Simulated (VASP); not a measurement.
# CdSe (F-43m) in VASP: single point with HSE06

Aim: the single point of CdSe with HSE06.

Program: VASP 6.6.1. These are calculated values, not measurements. Logs are shortened: lines on timing, memory, paths and dates and some standing lists are left out, and cuts for length are marked.

### Step 1. The cell of the first run

It takes space group F-43m (No. 216, cubic). The conventional cell has a = 6.151 Å, b = 6.151 Å, c = 6.151 Å, α = 90.00°, β = 90.00°, γ = 90.00°. Within 3.5 Å of Cd (site symmetry -43m) lie 4 Se at 2.66 Å. Se (site symmetry -43m) has 4 Cd at 2.66 Å within 3.5 Å.

### Step 2. Single point, HSE06

The input, POSCAR:

```
CdSe
1.0
    0.0000000000      3.0753197222      3.0753197222
    3.0753197222      0.0000000000      3.0753197222
    3.0753197222      3.0753197222      0.0000000000
Cd Se
1 1
Direct
    0.0000000000      0.0000000000      0.0000000000
    0.7500000000      0.7500000000      0.7500000000
```

The input, INCAR.step1:

```
SYSTEM = CdSe
PREC = Accurate
ENCUT = 520
EDIFF = 1E-5
ISMEAR = -1
SIGMA = 0.02
LREAL = .False.
LASPH = .True.
NELM = 100
ALGO = Normal
ISIF = 2
LWAVE = .True.
LCHARG = .False.
GGA = PE
NBANDS = 16
```

The input, INCAR.step2:

```
SYSTEM = CdSe
PREC = Accurate
ENCUT = 520
EDIFF = 1E-6
ISMEAR = -1
SIGMA = 0.02
LREAL = .False.
LASPH = .True.
NELM = 100
ALGO = Normal
ISIF = 2
LWAVE = .False.
LCHARG = .False.
GGA = PE
LHFCALC = .True.
HFSCREEN = 0.2079
PRECFOCK = Normal
ISTART = 1
NBANDS = 16
```

The input, KPOINTS:

```
regular mesh
0
Gamma
  4 4 4
  0 0 0
```

Potentials or basis: VASP PAW PBE potentials, release 64 (Cd, Se).

Run with:

```sh
cat potpaw_PBE.64/Cd/POTCAR potpaw_PBE.64/Se/POTCAR > POTCAR
cp INCAR.step1 INCAR
mpirun -np 1 vasp_std > vasp.out
cp INCAR.step2 INCAR
mpirun -np 1 vasp_std > vasp.out
```

OUTCAR:

```text
SYSTEM = CdSe
   PREC = Accurate
   ENCUT = 520
   EDIFF = 1E-6
   ISMEAR = -1
   LREAL = .False.
   LASPH = .True.
   NELM = 100
   ISIF = 2
   GGA = PE
   LHFCALC = .True.
   HFSCREEN = 0.2079
   PRECFOCK = Normal
   ISTART = 1

 ion  position               nearest neighbor table
   1  0.000  0.000  0.000-   2 2.66   2 2.66   2 2.66   2 2.66
   2  0.750  0.750  0.750-   1 2.66   1 2.66   1 2.66   1 2.66

  LATTYP: Found a face centered cubic cell.
 ALAT       =     6.1506394444

  Lattice vectors:

 A1 = (   0.0000000000,   3.0753197222,   3.0753197222)
 A2 = (   3.0753197222,   0.0000000000,   3.0753197222)
 A3 = (   3.0753197222,   3.0753197222,   0.0000000000)

Analysis of symmetry for initial positions (statically):
=====================================================================
 Subroutine PRICEL returns:
 Original cell was already a primitive cell.

 Routine SETGRP: Setting up the symmetry group for a
 face centered cubic supercell.

 Subroutine GETGRP returns: Found 24 space group operations
 (whereof 24 operations were pure point group operations)
 out of a pool of 48 trial point group operations.

The static configuration has the point symmetry T_d .

Analysis of symmetry for dynamics (positions and initial velocities):
=====================================================================
 Subroutine PRICEL returns:
 Original cell was already a primitive cell.

 Routine SETGRP: Setting up the symmetry group for a
 face centered cubic supercell.

 Subroutine GETGRP returns: Found 24 space group operations
 (whereof 24 operations were pure point group operations)
 out of a pool of 48 trial point group operations.

The dynamic configuration has the point symmetry T_d .

 Subroutine INISYM returns: Found 24 space group operations
 (whereof 24 operations are pure point group operations),
 and found     1 'primitive' translations

----------------------------------------------------------------------------------------

                                     Primitive cell

  volume of cell :      58.1702

  direct lattice vectors                    reciprocal lattice vectors
     0.000000000  3.075319722  3.075319722    -0.162584721  0.162584721  0.162584721
     3.075319722  0.000000000  3.075319722     0.162584721 -0.162584721  0.162584721
     3.075319722  3.075319722  0.000000000     0.162584721  0.162584721 -0.162584721

  length of vectors
     4.349158860  4.349158860  4.349158860     0.281604998  0.281604998  0.281604998

  position of ions in fractional coordinates (direct lattice)
     0.000000000  0.000000000  0.000000000
     0.750000000  0.750000000  0.750000000

  ion indices of the primitive-cell ions
   primitive index   ion index
                 1           1
                 2           2

----------------------------------------------------------------------------------------

 KPOINTS: regular mesh

Automatic generation of k-mesh.
 Grid dimensions read from file:
 generate k-points for:    4    4    4

 Generating k-lattice:

  Cartesian coordinates                     Fractional coordinates (reciprocal lattice)
    -0.040646180  0.040646180  0.040646180     0.250000000  0.000000000  0.000000000
     0.040646180 -0.040646180  0.040646180     0.000000000  0.250000000  0.000000000
     0.040646180  0.040646180 -0.040646180     0.000000000  0.000000000  0.250000000

  Length of vectors
     0.070401249  0.070401249  0.070401249

  Shift w.r.t. Gamma in fractional coordinates (k-lattice)
     0.000000000  0.000000000  0.000000000

 Subroutine IBZKPT returns following result:
 ===========================================

 Found      8 irreducible k-points:

 Following reciprocal coordinates:
            Coordinates               Weight
  0.000000  0.000000  0.000000      1.000000
  0.250000  0.000000  0.000000      8.000000
  0.500000  0.000000  0.000000      4.000000
  0.250000  0.250000  0.000000      6.000000
  0.500000  0.250000  0.000000     24.000000
 -0.250000  0.250000  0.000000     12.000000
  0.500000  0.500000  0.000000      3.000000
 -0.250000  0.500000  0.250000      6.000000
   k-points           NKPTS =      8   k-points in BZ     NKDIM =     64   number of bands    NBANDS=     16
   number of dos      NEDOS =    301   number of ions     NIONS =      2
   total plane-waves  NPLWV =  32768
   dimension x,y,z NGX =    32 NGY =   32 NGZ =   32
   dimension x,y,z NGXF=    64 NGYF=   64 NGZF=   64
   ions per type =               1   1
   NGX,Y,Z   is equivalent  to a cutoff of  12.23, 12.23, 12.23 a.u.
   NGXF,Y,Z  is equivalent  to a cutoff of  24.46, 24.46, 24.46 a.u.
 SYSTEM =  CdSe
   PREC   = accura    normal or accurate (medium, high low for compatibility)
   ISTART =      1    job   : 0-new  1-cont  2-samecut
   ICHARG =      0    charge: 1-file 2-atom 10-const
   ISPIN  =      1    spin polarized calculation?
   LNONCOLLINEAR =      F non collinear calculations
   LSORBIT =      F    spin-orbit coupling
   LASPH  =      T    aspherical Exc in radial PAW
   ENCUT  =  520.0 eV  38.22 Ry    6.18 a.u.   8.09  8.09  8.09*2*pi/ulx,y,z
   NELM   =    100;   NELMIN=  2; NELMDL=  0     # of ELM steps
   EDIFF  = 0.1E-05   stopping-criterion for ELM
   LREAL  =      F    real-space projection
   EDIFFG = 0.1E-04   stopping-criterion for IOM
   NSW    =      0    number of steps for IOM
   IBRION =     -1    ionic relax: 0-MD 1-quasi-New 2-CG
   NFREE  =      0    steps in history (QN), initial steepest desc. (CG)
   ISIF   =      2    stress and relaxation
   ISYM   =      3    0-nonsym 1-usesym 2-fastsym
   POTIM  = 0.5000    time-step for ionic-motion
   TEBEG  =    0.0;   TEEND  =   0.0 temperature during run
   PSTRESS=    0.0 pullay stress
   NELECT =      18.0000    total number of electrons
   NUPDOWN=      -1.0000    fix difference up-down
   EMIN   =  10.00;   EMAX   =-10.00  energy-range for DOS
   EFERMI =   0.00;   METHOD = LEGACY
   ISMEAR =    -1;   SIGMA  =   0.02  broadening in eV -4-tet -1-fermi 0-gaus
   EFERMI_NEDOS =   21; number of points for ismear=-14 and -15
   IALGO  =     38    algorithm
   IMIX   =      1    mixing-type and parameters
     AMIX     =   0.40;   BMIX     =  1.00
     AMIX_MAG =   1.60;   BMIX_MAG =  1.00
  volume/ion in A,a.u.               =      29.09       196.28
  Fermi-wavevector in a.u.,A,eV,Ry     =   1.107300  2.092494 16.682291  1.226114
  Thomas-Fermi vector in A             =   2.243813
   LORBIT       =      0    0 simple, 1 ext, 2 COOP (PROOUT), +10 PAW based schemes
   GGA     = PE    functional components
   LHFCALC =     T    Hartree Fock is set to
   PRECFOCK=normal    Normal, Fast or Accurate (Low or Medium for compatibility)
   ENCUT4O =  -1.0   cutoff for four orbital integrals eV
   NKREDX  =     1    reduce k-point grid by
   NKREDY  =     1    reduce k-point grid by
   NKREDZ  =     1    reduce k-point grid by
   AEXX    =    0.2500 exact exchange contribution
   HFSCREEN=    0.2079 screening length (either q_TF or 0.3 A-1)
   HFSCREENC=   0.2079 screening length for correlation (either q_TF or 0.3 A-1)
   ENCUTFOCK=  -1.0 apply spherical cutoff to Coloumb kernel
   IVDW    =     0    specifies the selected vdW correction
   LEPSILON=     F    determine dielectric tensor
   LRPA    =     F    only Hartree local field effects (RPA)
 non-spin polarized calculation
  energy-cutoff  :      520.00
  volume of cell :       58.17
 maximum number of plane-waves:      1588
  NGX = 28; NGY = 28; NGZ = 28

 number of electron      18.0000009 magnetization

 Free energy of the ion-electron system (eV)
  ---------------------------------------------------
  ext. energy  EPLUGINS =         0.00000000
  ---------------------------------------------------
  free energy    TOTEN  =        -6.81431696 eV

  energy without entropy =       -6.81431696  energy(sigma->0) =       -6.81431696

 E-fermi :   0.6012     XC(G=0):  -7.2636

 val. band max:        0.0996574038   @ k =   0.0000   0.0000   0.0000
 cond. band min:       1.5826996610   @ k =   0.0000   0.0000   0.0000
 fundamental gap:      1.4830422573
 Fermi energy:         0.6011733887

 k-point     1 :       0.0000    0.0000    0.0000
  band No.  band energies     occupation
      1     -13.3940      2.00000
      2      -8.9508      2.00000
      3      -8.9508      2.00000
      4      -8.9508      2.00000
      5      -8.6109      2.00000
      6      -8.6109      2.00000
[... 8 lines left out ...]
     15      12.2585      0.00000
     16      12.2585      0.00000

 k-point     2 :       0.2500    0.0000    0.0000
  band No.  band energies     occupation
      1     -13.2074      2.00000
      2      -8.9017      2.00000
      3      -8.9017      2.00000
      4      -8.7270      2.00000
      5      -8.6094      2.00000
      6      -8.6094      2.00000
[... 8 lines left out ...]
     15      11.2033      0.00000
     16      11.2281      0.00000

 k-point     3 :       0.5000    0.0000    0.0000
  band No.  band energies     occupation
      1     -13.0207      2.00000
      2      -8.8654      2.00000
      3      -8.8654      2.00000
      4      -8.5923      2.00000
      5      -8.5923      2.00000
      6      -8.3015      2.00000
[... 8 lines left out ...]
     15      13.3826      0.00000
     16      13.3826      0.00000

 k-point     4 :       0.2500    0.2500    0.0000
  band No.  band energies     occupation
      1     -13.1468      2.00000
      2      -8.8431      2.00000
      3      -8.8431      2.00000
      4      -8.7692      2.00000
      5      -8.6058      2.00000
      6      -8.5861      2.00000
[... 8 lines left out ...]
     15      12.8113      0.00000
     16      14.4294      0.00000

 k-point     5 :       0.5000    0.2500    0.0000
  band No.  band energies     occupation
      1     -12.9642      2.00000
      2      -8.8209      2.00000
      3      -8.7908      2.00000
      4      -8.6642      2.00000
      5      -8.5824      2.00000
      6      -8.2589      2.00000
[... 8 lines left out ...]
     15      13.6248      0.00000
     16      14.2616      0.00000

 k-point     6 :      -0.2500    0.2500    0.0000
  band No.  band energies     occupation
      1     -13.0240      2.00000
      2      -8.8406      2.00000
      3      -8.8397      2.00000
      4      -8.6193      2.00000
      5      -8.6190      2.00000
      6      -8.3737      2.00000
[... 8 lines left out ...]
     15      12.4946      0.00000
     16      14.3113      0.00000

 k-point     7 :       0.5000    0.5000    0.0000
  band No.  band energies     occupation
      1     -12.9050      2.00000
      2      -8.7546      2.00000
      3      -8.7216      2.00000
      4      -8.7216      2.00000
      5      -8.5612      2.00000
      6      -8.2190      2.00000
[... 8 lines left out ...]
     15      13.6732      0.00000
     16      14.5931      0.00000

 k-point     8 :      -0.2500    0.5000    0.2500
  band No.  band energies     occupation
      1     -12.9064      2.00000
      2      -8.7835      2.00000
      3      -8.7749      2.00000
      4      -8.6449      2.00000
      5      -8.6048      2.00000
      6      -8.1113      2.00000
[... 8 lines left out ...]
     15      13.8141      0.00000
     16      14.3328      0.00000

------------------------ aborting loop because EDIFF is reached ----------------------------------------

  FORCE on cell =-STRESS in cart. coord.  units (eV):
  Direction    XX          YY          ZZ          XY          YZ          ZX
  --------------------------------------------------------------------------------------
  -------------------------------------------------------------------------------------
  Total        0.0535503      0.0535503      0.0535503      0.0000000      0.0000000     -0.0000000
  in kB        1.4749313      1.4749313      1.4749313      0.0000000      0.0000000     -0.0000000
  external PRESSURE =       1.4749313 kB  Pullay stress =       0.0000000 kB

 VOLUME and BASIS-vectors are now :
 -----------------------------------------------------------------------------
  energy-cutoff  :      520.00
  volume of cell :       58.17
      direct lattice vectors                 reciprocal lattice vectors
     0.000000000  3.075319722  3.075319722    -0.162584721  0.162584721  0.162584721
     3.075319722  0.000000000  3.075319722     0.162584721 -0.162584721  0.162584721
     3.075319722  3.075319722  0.000000000     0.162584721  0.162584721 -0.162584721

 POSITION                                       TOTAL-FORCE (eV/Angst)
 -----------------------------------------------------------------------------------
      0.00000      0.00000      0.00000         0.000000      0.000000      0.000000
      4.61298      4.61298      4.61298        -0.000000     -0.000000     -0.000000
 -----------------------------------------------------------------------------------
    total drift:                               -0.000062     -0.000071     -0.000042

  FREE ENERGIE OF THE ION-ELECTRON SYSTEM (eV)
  ---------------------------------------------------
  free  energy   TOTEN  =        -6.8143169586 eV

  energy  without entropy=       -6.8143169586  energy(sigma->0) =       -6.81431696
```

It took 21 min on 1 thread of Intel Xeon 8259CL, shared host; peak memory 0.3 GiB.

Results:

```yaml
Free_energy: -6.8143 eV
Pressure: 0.1 GPa
Band_gap_on_the_k_mesh: 1.48 eV
```

Levels at points of the mesh, in eV from the valence-band top:
| k point | band 6 | band 7 | band 8 | band 9 | band 10 | band 11 | band 12 | band 13 |
| --- | --- | --- | --- | --- | --- | --- | --- | --- |
| (0.00, 0.00, 0.00) | -8.71 | 0.00 | 0.00 | 0.00 | 1.48 | 6.97 | 6.97 | 6.97 |
| (0.50, 0.00, 0.00) | -8.40 | -4.46 | -0.75 | -0.75 | 3.34 | 7.45 | 7.45 | 8.40 |
| (0.50, 0.50, 0.00) | -8.32 | -4.18 | -1.86 | -1.86 | 4.01 | 4.71 | 10.16 | 11.38 |

Caveat: the k points lie up to 0.44 Å⁻¹ apart; the PAW data sets were made with another functional, which shifts forces and pressure a little.
